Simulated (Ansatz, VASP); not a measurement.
Two plane-wave programs on Ta2H3

Contents of INCAR:

```
ALGO = Normal
EDIFF = 1E-6
EDIFFG = -0.04
ENCUT = 600
GGA = PE
IBRION = 2
ISIF = 3
ISMEAR = 0
LASPH = True
LCHARG = False
LREAL = False
LWAVE = False
NELM = 80
NSW = 90
PREC = Accurate
SIGMA = 0.1
```

Contents of KPOINTS:

```
k-points
0
Gamma
  6 6 4
```

File POSCAR:

```
Ta2H3
1.0
    2.2048746700     -2.8609199700      0.0000000000
    2.2048746700      2.8609199700      0.0000000000
    0.0000000000      0.0000000000      5.4732923500
Ta H
2 3
Direct
    0.0000000000      0.0000000000      0.5000000000
    0.5000000000      0.5000000000      0.5000000000
    0.0000000000      0.5000000000      0.0000000000
    0.5000000000      0.0000000000      0.0000000000
    0.5000000000      0.5000000000      0.0000000000
```

Input for Ansatz:

```yaml
crystal:
  lattice:
    - [2.20487467, -2.86091997, 0.0]
    - [2.20487467, 2.86091997, 0.0]
    - [0.0, 0.0, 5.47329235]
  atoms:
    - { symbol: Ta, position: [0.0, 0.0, 0.5] }
    - { symbol: Ta, position: [0.5, 0.5, 0.5] }
    - { symbol: H, position: [0.0, 0.5, 0.0] }
    - { symbol: H, position: [0.5, 0.0, 0.0] }
    - { symbol: H, position: [0.5, 0.5, 0.0] }
basis:
  ecutwfc: 420
kpoints:
  mp_grid: { grid: [6, 6, 4] }
hamiltonian:
  xc: pbe
scf:
  occupations: { method: gaussian, width: 0.1 }
  lower_state_search: "off"
output:
  forces: true
  stress: true
  eigenvalues: true
relax:
  adjacent_minimum: "off"
  f_tol: 0.04
  max_steps: 70
  cell: { stress_tol: 0.4 }
```

Alike in both runs: task relaxation of cell and atoms; functional PBE; k mesh 6 × 6 × 4; occupations gaussian, width 0.1 eV; no spin polarisation.

|  | VASP | Ansatz |
| --- | --- | --- |
| version | VASP 6.6.1 | Ansatz 0.2.0 |
| potentials or method | VASP PAW PBE potentials, release 64 (Ta_pv, H), cutoff 600 eV | scalar-relativistic, plane waves, PAW |
| valence electrons in the cell | 25 | 29 |

VASP gave:

| Quantity | Value |
| --- | --- |
| gap on the k mesh at the Fermi level, each at its own relaxed structure (eV) | none |
| relaxed volume (Å³/atom) | 10.16 |
| relaxed cell length with the largest relative difference (Å) | 3.356 |

What did Ansatz give for the same quantities?

gap on the k mesh at the Fermi level, each at its own relaxed structure (eV): none; relaxed volume (Å³/atom): 10.15; relaxed cell length with the largest relative difference (Å): 3.341.

A gap of «none» marks a metal or a gap that the smearing closes. VASP's potentials hold 25 valence electrons a cell and Ansatz's 29, so a difference there can come from the potentials and not from the codes.

Spin-orbit coupling is off throughout. Noted on VASP's run: the volume moved by over 15 % at a fixed basis, so the end points are rough.
